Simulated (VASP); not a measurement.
Here is a VASP 6.6.1 calculation.

The input INCAR:

```
  ALGO = Normal
  EDIFF = 1E-6
  ENCUT = 520
  GGA = PE
  ISIF = 2
  ISMEAR = 0
  LASPH = T
  LCHARG = F
  LREAL = F
  LWAVE = F
  NBANDS = 46
  NELM = 60
  PREC = Accurate
  SIGMA = 0.1
```

File KPOINTS:

```
k-points
0
Gamma
  4 2 2
```

The input POSCAR:

```
Ga4AsP3
1.0
   -3.9342940000      0.0000000000      0.0000000000
    0.0000000000      3.9349580000      5.5642020000
    0.0000000000      3.9349580000     -5.5642020000
Ga P As
4 3 1
Direct
    0.0000000000      0.9950690000      0.0049310000
    0.5000000000      0.5072610000      0.0028740000
    0.5000000000      0.9971260000      0.4927390000
    0.0000000000      0.5002930000      0.4997070000
    0.0000000000      0.6248730000      0.8748590000
    0.0000000000      0.1251410000      0.3751270000
    0.5000000000      0.6250480000      0.3749520000
    0.5000000000      0.1251890000      0.8748110000
```

Potentials or basis: VASP PAW PBE potentials, release 64 (Ga_d, P, As).

The run is started by

```sh
$ cat potpaw_PBE.64/Ga_d/POTCAR potpaw_PBE.64/P/POTCAR potpaw_PBE.64/As/POTCAR > POTCAR
$ mpirun -np 1 vasp_std > vasp.out
```

(1) Estimate the band gap on the k mesh.

(2) Predict the pressure.

Results:

(1) 1.09 eV, direct.

(2) 0.0 GPa.

Caveat: the k points lie up to 0.49 Å⁻¹ apart.
